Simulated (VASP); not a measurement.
Input of a VASP 6.6.1 run:

INCAR

```
SYSTEM = Ag
  PREC = Accurate
  ENCUT = 520
  EDIFF = 1E-7
  ISMEAR = -1
  SIGMA = 0.1
  LREAL = .False.
  LASPH = .True.
  NELM = 60
  ALGO = Normal
  ISIF = 2
  LWAVE = .False.
  LCHARG = .False.
  GGA = PE
  NBANDS = 12
```

KPOINTS

```
Automatic mesh
0
Gamma
  19 19 19
  0 0 0
```

File POSCAR:

```
Ag
1.0
    0.0000000000      1.7349609359      1.7349609359
    1.7349609359      0.0000000000      1.7349609359
    1.7349609359      1.7349609359      0.0000000000
Ag
1
Direct
    0.0000000000      0.0000000000      0.0000000000
```

Potentials or basis: VASP PAW PBE potentials, release 64 (Ag).

The run is started by

```bash
$ cat potpaw_PBE.64/Ag/POTCAR > POTCAR
$ mpirun -np 1 vasp_std > vasp.out
```

**Question.** Predict the pressure.

**Answer.** 219.0 GPa.
